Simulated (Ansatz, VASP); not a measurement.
One calculation of Ag, two programs

INCAR

```
SYSTEM = Ag
PREC = Accurate
ENCUT = 520
EDIFF = 1E-6
ISMEAR = 0
SIGMA = 0.15
LREAL = .False.
LASPH = .True.
NELM = 100
ALGO = Normal
ISIF = 2
LWAVE = .False.
LCHARG = .False.
GGA = PE
NBANDS = 12
```

KPOINTS

```
regular mesh
0
Gamma
  20 20 20
  0 0 0
```

File POSCAR:

```
Ag
1.0
    0.0000000000      1.8898675000      2.0431000000
    1.8898675000      0.0000000000      2.0431000000
    1.8898675000      1.8898675000      0.0000000000
Ag
1
Direct
    0.0000000000      0.0000000000      0.0000000000
```

Input for Ansatz:

```yaml
crystal:
  lattice:
    - [0.0, 1.8898675, 2.0431]
    - [1.8898675, 0.0, 2.0431]
    - [1.8898675, 1.8898675, 0.0]
  atoms:
    - { symbol: Ag, position: [0.0, 0.0, 0.0] }
basis:
  ecutwfc: 420
kpoints:
  mp_grid: { grid: [20, 20, 20] }
hamiltonian:
  xc: pbe
scf:
  occupations: { method: gaussian, width: 0.15 }
output:
  forces: true
  stress: true
  eigenvalues: true
```

Change from the starting cell: strain -0.0750 x Voigt [1, 1, 0, 0, 0, 0], atoms carried along.

Alike in both runs: task single point; functional PBE; k mesh 20 × 20 × 20; occupations gaussian, width 0.15 eV; no spin polarisation.

```csv
,VASP,Ansatz
version,VASP 6.6.1,Ansatz 0.2.0
potentials or method,"VASP PAW PBE potentials, release 64 (Ag), cutoff 520 eV","scalar-relativistic, plane waves, PAW"
valence electrons in the cell,11,19
```

```tsv
	VASP	Ansatz	Ansatz less VASP
gap on the k mesh at the Fermi level (eV)	none	none	-
pressure (GPa)	32.6	33.0	+0.46
traceless stress, the component that is largest in VASP (GPa)	-4.65	-4.70	-0.043
```

A gap of «none» marks a metal or a gap that the smearing closes. Both programs put the cell under a high pressure, so it lies far from rest at this level. With one functional, cell and mesh, what is left measures potentials, basis and numerics. VASP's potentials hold 11 valence electrons a cell and Ansatz's 19, so a difference there can come from the potentials and not from the codes.
